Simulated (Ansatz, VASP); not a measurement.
**C in VASP and in Ansatz**

Contents of INCAR:

```
SYSTEM = C
PREC     = Accurate       ! precision mode
ENCUT    = 520            ! plane-wave cutoff, eV
EDIFF    = 1E-6           ! SCF threshold, eV
ISMEAR   = 0              ! smearing method
SIGMA    = 0.05           ! smearing width, eV
LREAL    = .False.        ! projectors in reciprocal space
LASPH    = .True.         ! aspherical terms in the spheres
NELM     = 60             ! most SCF steps
ALGO     = Normal         ! electronic algorithm
ISIF     = 2              ! what is computed and relaxed
LWAVE    = .False.        ! write WAVECAR
LCHARG   = .False.        ! write CHGCAR
GGA      = CA             ! functional
NBANDS   = 21             ! bands
```

Contents of KPOINTS:

```
regular mesh
0
Gamma
  12 12 3
  0 0 0
```

Contents of POSCAR:

```
C
1.0
   -1.2225127310     -2.1174541629      0.0000000000
    1.2225127310     -2.1174541629      0.0000000000
    0.0000000000      0.0000000000     10.1679937839
C
6
Direct
    1.0000000000      1.0000000000      0.8127348013
    0.3333333333      0.3333333333      0.1624594376
    0.6666666667      0.6666666667      0.4875971194
    1.0000000000      1.0000000000      0.4877834124
    0.3333333333      0.3333333333      0.8129210942
    0.6666666667      0.6666666667      0.1626457305
```

Input for Ansatz:

```yaml
crystal:
  lattice:
    - [-1.222512731, -2.1174541629, 0.0]
    - [1.222512731, -2.1174541629, 0.0]
    - [0.0, 0.0, 10.1679937839]
  atoms:
    - { symbol: C, position: [1.0, 1.0, 0.8127348013] }
    - { symbol: C, position: [0.3333333333, 0.3333333333, 0.1624594376] }
    - { symbol: C, position: [0.6666666667, 0.6666666667, 0.4875971194] }
    - { symbol: C, position: [1.0, 1.0, 0.4877834124] }
    - { symbol: C, position: [0.3333333333, 0.3333333333, 0.8129210942] }
    - { symbol: C, position: [0.6666666667, 0.6666666667, 0.1626457305] }
basis:
  ecutwfc: 420
kpoints:
  mp_grid: { grid: [12, 12, 3] }
hamiltonian:
  xc: lda
scf:
  occupations: { method: gaussian, width: 0.05 }
output:
  forces: true
  stress: true
  eigenvalues: true
```

Alike in both runs: task single point; functional LDA; k mesh 12 × 12 × 3; occupations gaussian, width 0.05 eV; no spin polarisation.

```csv
,VASP,Ansatz
version,VASP 6.6.1,Ansatz 0.2.0
potentials or method,"VASP PAW LDA potentials, release 64 (C), cutoff 520 eV","scalar-relativistic, plane waves, PAW"
valence electrons in the cell,24,24
```

```tsv
	VASP	Ansatz	Ansatz less VASP
gap on the k mesh at the Fermi level (eV)	0.46	0.46	0.000
least direct gap on the mesh (eV)	0.46	0.46	0.000
pressure (GPa)	0.6	-0.1	-0.79
traceless stress, the component that is largest in VASP (GPa)	-1.31	-0.37	+0.934
rms of the force components (eV/Å)	0.011	0.011	-0.0004
```

LDA's correlation is that of Perdew and Zunger in VASP and of Perdew and Wang (1992) in Ansatz. Atom by atom the forces differ by 0.000 eV/Å (rms over components).
